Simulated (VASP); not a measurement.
# H12CO5 in VASP: a series of runs, part 2 of 2

VASP 6.6.1. The steps go on from the part before.

## Step 4: Single point, PBE+D3(BJ)

INCAR reads:

```
SYSTEM = H12CO5
  PREC = Accurate
  ENCUT = 520
  EDIFF = 1E-6
  ISMEAR = -1
  SIGMA = 0.02
  LREAL = Auto
  LASPH = .TRUE.
  NELM = 80
  ALGO = Normal
  ISIF = 2
  LWAVE = .FALSE.
  LCHARG = .TRUE.
  GGA = PE
  IVDW = 12
  LELF = .TRUE.
  LVHAR = .TRUE.
  NBANDS = 38
```

KPOINTS reads:

```
regular mesh
0
G
  1 1 1
  0 0 0
```

POSCAR reads:

```
H12CO5
1.0
    5.5211310000      0.0000000000      0.0000000000
    0.0000000000      5.5211310000      0.0000000000
    0.0000000000      0.0000000000      5.5211310000
O H C
5 12 1
Direct
    0.3795599126      0.1796914437      0.7649338514
    0.5883939360      0.1768478234      1.2187901356
    0.3527538108      0.7417501957      0.4040476489
    1.0048484631      0.1666687496      0.4075795340
   -0.1024246663     -0.2678436719      0.8625950009
    0.4837776898      0.1631187523      0.6281321707
    0.2949214572      0.3301135220      0.7586670195
    0.6445237398      0.3638022717      1.2379347637
    0.7183854178      0.0828996812      1.2597600021
    0.2512347561      0.7600978857      0.2523033777
    0.4679294876      0.8790409067      0.3327035711
    1.1165103672      0.2911178887      0.3675333913
    1.0350958889      0.1121690465      0.5801528709
   -0.3229591908     -0.4483320537      0.6851132494
    0.0520183274     -0.2273809479      0.9608176296
    0.0095451457     -0.4716424950      0.6440347096
   -0.1331973467     -0.6442520563      0.8831523831
   -0.1495164668     -0.4890845734      0.7562943172
```

On the command line:

```bash
$ cat potpaw_PBE.64/O/POTCAR potpaw_PBE.64/H/POTCAR potpaw_PBE.64/C/POTCAR > POTCAR
$ mpirun -np 1 vasp_gam > vasp.out
```

It took 32 s on 1 thread of AMD EPYC 7R13 (Zen 3), shared host; peak memory 0.2 GiB.

Results (log left out):

```yaml
Free_energy: -86.1816 eV
Pressure: 1.4 GPa
Largest_force: 6.466 eV/Å
Band_gap_on_the_k_mesh: 3.45 eV
Dispersion_energy_per_atom: -0.038 eV
```

Forces in eV/Å, atoms in the order of the input:
```
O   -0.672 -1.049  1.225
O   -2.711  5.069 -0.562
O    1.090  1.895 -3.102
O   -0.672 -1.697  1.385
O    0.821  4.620  4.449
H    0.338  0.240 -1.003
H   -0.004  0.833 -0.339
H   -0.975 -3.778 -0.115
H    3.511 -1.197  0.777
H    0.061 -0.595  1.527
H   -1.296 -1.536  1.661
H    0.963  0.533  0.060
H    0.304  0.474 -1.626
H   -1.105 -0.781 -1.035
H   -1.721 -1.244 -1.637
H   -0.184 -1.605 -1.898
H   -0.474 -0.172 -0.300
C    2.726 -0.012  0.534
```

Stress tensor (GPa, compression positive):
```
 3.91 -4.07  0.69
-4.07 -1.36  4.52
 0.69  4.52  1.70
```

Levels at points of the mesh, in eV from the valence-band top:
```tsv
k point	band 19	band 20	band 21	band 22	band 23	band 24	band 25	band 26	band 27	band 28
(0.00, 0.00, 0.00)	-1.57	-1.22	-0.82	-0.34	0.00	3.45	6.07	6.92	7.22	8.28
```

Caveat: the k points lie up to 1.14 Å⁻¹ apart.

## Step 5: Single point, PBE+D3(BJ)

INCAR reads:

```
SYSTEM = H12CO5
  ALGO = Normal
  EDIFF = 1E-7
  ENCUT = 520
  GGA = PE
  ISIF = 2
  ISMEAR = -1
  IVDW = 12
  LASPH = .TRUE.
  LCHARG = .FALSE.
  LREAL = Auto
  LWAVE = .FALSE.
  NBANDS = 38
  NELM = 100
  PREC = Accurate
  SIGMA = 0.02
```

KPOINTS reads:

```
k-points
0
G
  1 1 1
  0 0 0
```

POSCAR reads:

```
H12CO5
1.0
    5.5211310000      0.0000000000      0.0000000000
    0.0000000000      5.5211310000      0.0000000000
    0.0000000000      0.0000000000      5.5211310000
O H C
5 12 1
Direct
    0.3477910595      0.2081819830      0.8072802475
    0.6208510539      0.1695123698      1.2187357989
    0.3641282918      0.7360086185      0.4128683054
    1.0770800403      0.1230363851      0.3663379840
   -0.2187595259     -0.3057706836      0.9184350091
    0.4947174773      0.2946316615      0.7544468697
    0.2893791145      0.1355700490      0.6541956711
    0.5242947505      0.0346305857      1.3030482341
    0.8012307623      0.1698383900      1.2250388553
    0.4878891662      0.6151457011      0.3555793188
    0.3539129936      0.6716920863      0.5728717540
    1.2112011108      0.1934567392      0.2649276027
    1.1351116284     -0.0522900109      0.3814435847
   -0.2096852982     -0.2920959492      0.5374080057
   -0.3475737127     -0.1731167038      0.8919187029
    0.0798568264     -0.2864811576      0.6494140422
   -0.1663608416     -0.5557738079      0.6776328980
   -0.1099050176     -0.3644180875      0.6958538024
```

Potentials or basis: VASP PAW PBE potentials, release 64 (O, H, C).

On the command line:

```bash
$ cat potpaw_PBE.64/O/POTCAR potpaw_PBE.64/H/POTCAR potpaw_PBE.64/C/POTCAR > POTCAR
$ mpirun -np 1 vasp_gam > vasp.out
```

OUTCAR:

```text
SYSTEM = H12CO5
   EDIFF = 1E-7
   ENCUT = 520
   GGA = PE
   ISIF = 2
   ISMEAR = -1
   IVDW = 12
   LASPH = .TRUE.
   LREAL = Auto
   NELM = 100
   PREC = Accurate
 IVDW          = 12

 ion  position               nearest neighbor table
   1  0.348  0.208  0.807-   6 0.99   7 0.99
   2  0.621  0.170  0.219-   9 1.00   8 1.03
   3  0.364  0.736  0.413-  11 0.95  10 1.01
   4  0.077  0.123  0.366-  12 1.01  13 1.02
[... 261 lines left out ...]
  -------------------------------------------------------------------------------------
  Total      -3.05126    -4.13561     1.13088    -2.30906     1.83781     2.38869
  in kB     -29.04733   -39.37004    10.76573   -21.98170    17.49553    22.73981
  external pressure =      -19.22 kB  Pullay stress =        0.00 kB

 VOLUME and BASIS-vectors are now :
 -----------------------------------------------------------------------------
  energy-cutoff  :      520.00
  volume of cell :      168.30
      direct lattice vectors                 reciprocal lattice vectors
     5.521131000  0.000000000  0.000000000     0.181122310  0.000000000  0.000000000
     0.000000000  5.521131000  0.000000000     0.000000000  0.181122310  0.000000000
     0.000000000  0.000000000  5.521131000     0.000000000  0.000000000  0.181122310

 POSITION                                       TOTAL-FORCE (eV/Angst)
 -----------------------------------------------------------------------------------
      1.92020      1.14940      4.45710         0.372200     -0.029541     -0.980340
      3.42780      0.93590      1.20767        -1.297249     -0.163315      0.195207
      2.01040      4.06360      2.27950         1.777535     -1.061270     -1.320958
      0.42557      0.67930      2.02260         1.843756     -1.046614     -0.157106
      4.31333      3.83293      5.07080        -1.701370      2.499691      0.290692
      2.73140      1.62670      4.16540        -0.319735     -0.392814      0.530219
[... 10 lines left out ...]
      4.60263      2.45263      3.74130         1.838817     -0.385359     -0.313430
      4.91433      3.50913      3.84190        -0.546712     -0.146567     -1.464617
 -----------------------------------------------------------------------------------
    total drift:                                0.000214     -0.002152      0.010412

  FREE ENERGIE OF THE ION-ELECTRON SYSTEM (eV)
  ---------------------------------------------------
  free  energy   TOTEN  =       -87.3161526262 eV

  energy  without entropy=      -87.3161526262  energy(sigma->0) =      -87.31615263
```

It took 26 s on 1 thread of AMD EPYC 7R13 (Zen 3), shared host; peak memory 0.2 GiB.

Results:

- Free energy: -87.3162 eV
- Pressure: -1.9 GPa
- Largest force: 3.038 eV/Å
- Band gap on the k mesh: 4.07 eV
- Dispersion energy per atom: -0.038 eV

Forces on the atoms (eV/Å):
```
O    0.372 -0.030 -0.980
O   -1.297 -0.163  0.195
O    1.778 -1.061 -1.321
O    1.844 -1.047 -0.157
O   -1.701  2.500  0.291
H   -0.320 -0.393  0.530
H   -0.262  0.596  0.450
H    2.376  1.071 -0.835
H   -1.035 -0.875  0.785
H   -0.717  0.722 -0.805
H   -0.434 -0.146  1.572
H   -1.064 -0.230  0.400
H   -0.736  1.455 -0.583
H   -0.177  0.521  0.078
H    1.633 -1.033  0.546
H   -1.552 -1.354  1.613
H    1.839 -0.385 -0.313
C   -0.547 -0.147 -1.465
```

Levels at points of the mesh, in eV from the valence-band top:
| k point | band 21 | band 22 | band 23 | band 24 | band 25 | band 26 |
| --- | --- | --- | --- | --- | --- | --- |
| (0.00, 0.00, 0.00) | -0.49 | -0.23 | 0.00 | 4.07 | 7.07 | 7.12 |

Caveat: the k points lie up to 1.14 Å⁻¹ apart.

## Step 6: Molecular dynamics, PBE+D3(BJ)

INCAR reads:

```
SYSTEM = H12CO5
PREC     = Accurate       ! precision mode
ENCUT    = 520            ! plane-wave cutoff, eV
EDIFF    = 1E-5           ! SCF threshold, eV
ISMEAR   = -1             ! smearing method
SIGMA    = 0.02           ! smearing width, eV
LREAL    = Auto         
LASPH    = .TRUE.         ! aspherical terms in the spheres
NELM     = 80             ! most SCF steps
ALGO     = Normal         ! electronic algorithm
ISIF     = 2              ! what is computed and relaxed
LWAVE    = .FALSE.        ! write WAVECAR
LCHARG   = .TRUE.         ! write CHGCAR
GGA      = PE             ! functional
IVDW     = 12             ! dispersion correction
IBRION   = 0              ! ionic algorithm
NSW      = 40             ! ionic steps
POTIM    = 0.5            ! step
TEBEG    = 1500.0       
TEEND    = 1500.0       
ISYM     = 0            
NELMIN   = 4            
RANDOM_SEED= 965488 0 0   
MDALGO   = 1            
ANDERSEN_PROB= 0.0
```

KPOINTS reads:

```
Automatic mesh
0
G
  1 1 1
  0 0 0
```

POSCAR reads:

```
H12CO5
1.0
    5.5211310000      0.0000000000      0.0000000000
    0.0000000000      5.5211310000      0.0000000000
    0.0000000000      0.0000000000      5.5211310000
O H C
5 12 1
Direct
    0.3981717000      0.0393349500      0.6864611100
    0.5807924200      0.2383425900      1.2218811000
    0.1929997100      0.5655431200      0.3985669800
    0.9924128500      0.1269491000      0.3715948300
    0.0706697800     -0.1959687100      0.9667338600
    0.3216748200      0.0181420500      0.5237788700
    0.4968707700      0.1824616000      0.6393603900
    0.5212950800      0.1056591800      1.1006205100
    0.7358563000      0.1697805700      1.3015335400
    0.0993836800      0.6391667900      0.2518539000
    0.3450526200      0.5831818400      0.3233090100
    1.0978465700      0.2949914400      0.3887682300
    1.0794382700      0.0481613100      0.2318287300
   -0.3022565100     -0.2405167500      0.9194831100
    0.2256115000     -0.2252046000      0.8865228300
   -0.1838998600     -0.0471304800      0.7049250900
   -0.1540675100     -0.3165382900      0.6741477800
   -0.1373142000     -0.1939400600      0.8273051300
```

Potentials or basis: VASP PAW PBE potentials, release 64 (O, H, C).

On the command line:

```bash
$ cat potpaw_PBE.64/O/POTCAR potpaw_PBE.64/H/POTCAR potpaw_PBE.64/C/POTCAR > POTCAR
$ mpirun -np 1 vasp_gam > vasp.out
```

Run time: 14 min. Hardware: 1 thread of AMD EPYC 7R13 (Zen 3), shared host; peak memory 0.26 GiB.

It converged, with:

```yaml
Dispersion_energy_per_atom: -0.038 eV
```

Step by step:
| step | potential energy change (eV) | largest force (eV/Å) | pressure (GPa) | volume (Å³) | temperature (K) |
| --- | --- | --- | --- | --- | --- |
| 1 | 0.0000 | 3.0915 | -0.19 | 168.30 | 1544 |
| 2 | -0.1152 | 2.9322 | 1.53 | 168.30 | 1594 |
| 3 | 0.0055 | 3.7089 | 3.61 | 168.30 | 1540 |
| 4 | 0.3090 | 5.0931 | 5.76 | 168.30 | 1407 |
| 5 | 0.6281 | 6.1852 | 7.45 | 168.30 | 1267 |
| 6 | 0.7748 | 6.1689 | 8.22 | 168.30 | 1202 |
| 7 | 0.6788 | 5.3727 | 7.83 | 168.30 | 1243 |
| 8 | 0.4232 | 5.3553 | 6.49 | 168.30 | 1355 |
| 9 | 0.1634 | 4.2727 | 4.59 | 168.30 | 1470 |
| 10 | 0.0323 | 4.0587 | 2.55 | 168.30 | 1528 |
| 11 | 0.0861 | 4.0176 | 0.77 | 168.30 | 1505 |
| 12 | 0.3029 | 4.7436 | -0.58 | 168.30 | 1408 |
| 13 | 0.6209 | 5.2349 | -1.51 | 168.30 | 1265 |
| 14 | 0.9757 | 5.0973 | -1.98 | 168.30 | 1105 |
| 15 | 1.3068 | 4.5260 | -2.08 | 168.30 | 956 |
| 16 | 1.5398 | 5.4255 | -1.93 | 168.30 | 853 |
| 17 | 1.5950 | 5.8843 | -1.69 | 168.30 | 829 |
| 18 | 1.4402 | 5.2429 | -1.41 | 168.30 | 897 |
| 19 | 1.1368 | 4.6944 | -0.97 | 168.30 | 1031 |
| 20 | 0.8194 | 3.7857 | -0.19 | 168.30 | 1171 |
| 21 | 0.6281 | 2.8637 | 1.07 | 168.30 | 1256 |
| 22 | 0.6383 | 4.2853 | 2.85 | 168.30 | 1252 |
| 23 | 0.8152 | 5.6929 | 4.85 | 168.30 | 1175 |
| 24 | 1.0249 | 5.9622 | 6.63 | 168.30 | 1084 |
| 25 | 1.1191 | 6.0744 | 7.71 | 168.30 | 1043 |
| 26 | 1.0314 | 5.2950 | 7.88 | 168.30 | 1081 |
| 27 | 0.8065 | 4.9190 | 7.21 | 168.30 | 1181 |
| 28 | 0.5475 | 4.6459 | 5.93 | 168.30 | 1296 |
| 29 | 0.3392 | 4.5454 | 4.29 | 168.30 | 1390 |
| 30 | 0.2167 | 4.2389 | 2.54 | 168.30 | 1446 |
| 31 | 0.1827 | 5.0258 | 0.83 | 168.30 | 1462 |
| 32 | 0.2329 | 5.0074 | -0.73 | 168.30 | 1439 |
| 33 | 0.3554 | 4.4563 | -2.07 | 168.30 | 1385 |
| 34 | 0.5102 | 5.3896 | -3.20 | 168.30 | 1316 |
| 35 | 0.6330 | 5.7224 | -4.12 | 168.30 | 1262 |
| 36 | 0.6767 | 5.0352 | -4.86 | 168.30 | 1242 |
| 37 | 0.6452 | 4.4849 | -5.35 | 168.30 | 1255 |
| 38 | 0.5833 | 4.6116 | -5.46 | 168.30 | 1281 |
| 39 | 0.5520 | 4.2812 | -5.10 | 168.30 | 1294 |
| 40 | 0.6071 | 3.6568 | -4.21 | 168.30 | 1268 |

Caveat: the k points lie up to 1.14 Å⁻¹ apart.
